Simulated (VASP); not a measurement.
## ZnSe (zincblende type): single point with PBE

Crystal: ZnSe (zincblende type).

```
Zn Se
1.0
     0.00000    2.47015    2.47015
     2.47015    0.00000    2.47015
     2.47015    2.47015    0.00000
Zn Se
1 1
Direct
  0.00000 0.00000 0.00000
  0.25000 0.25000 0.25000
```

This cell differs from its parent crystal: volume scaled by 0.64.

| Property | Result |
| --- | --- |
| Program | VASP 6.6.1 |
| Task | single point |
| Functional | PBE |
| Potentials or basis | VASP PAW PBE potentials, release 64 (Zn, Se) |
| Cutoff | 520 eV |
| k mesh | 11 × 11 × 11 |
| Occupations | fermi-dirac, width 0.1 eV |
| Spin | no spin polarisation |
| Dipole correction | no |
| Further INCAR settings | ALGO = Normal; EDIFF = 1e-06; NBANDS = 16 |

```
Pressure               : 70.6 GPa
Band gap on the k mesh : 1.76 eV, indirect (least direct gap 3.17 eV)
```

Levels at points of the mesh, in eV from the valence-band top:
```
           k point  band 6  band 7  band 8  band 9  band 10  band 11  band 12  band 13
(0.00, 0.00, 0.00)   -8.21    0.00    0.00    0.00     3.17     5.33     5.33     5.33
```

It took 72 s on 1 thread of AMD EPYC 7R13, on a shared host, peak memory 0.14 GiB.

 A k mesh can miss the band edges.
